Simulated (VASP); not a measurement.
A run of VASP 6.6.1 is set up as follows.

Contents of INCAR:

```
PREC = Accurate ; ENCUT = 600
EDIFF = 1E-6 ; ISMEAR = 0
SIGMA = 0.1 ; LREAL = F
LASPH = T ; NELM = 80
ALGO = Normal ; ISIF = 3
LWAVE = F ; LCHARG = F
GGA = PE ; IBRION = 2
NSW = 90 ; EDIFFG = -0.04
```

Contents of KPOINTS:

```
regular mesh
0
Gamma
  6 6 6
```

POSCAR

```
BeC3
1.0
    3.0935540893      0.0000000000      0.0000000000
    0.0000000000      3.0935540893      0.0000000000
    0.0000000000      0.0000000000      3.0935540893
Be C
1 3
Direct
    0.0000000000      0.0000000000      0.0000000000
    0.0000000000      0.5000000000      0.5000000000
    0.5000000000      0.0000000000      0.5000000000
    0.5000000000      0.5000000000      0.0000000000
```

Potentials or basis: VASP PAW PBE potentials, release 64 (Be, C).

Run with:

```console
$ cat potpaw_PBE.64/Be/POTCAR potpaw_PBE.64/C/POTCAR > POTCAR
$ mpirun -np 1 vasp_std > vasp.out
```

(1) Predict the band gap on the k mesh.

(2) What does it give for the relaxed cell?

Answers

(1) zero (band 7 reaches 11.39 eV, above the bottom of band 8 at 8.10 eV).

(2) a = 2.988 Å, b = 2.988 Å, c = 2.988 Å, α = 90.00°, β = 90.00°, γ = 90.00°.
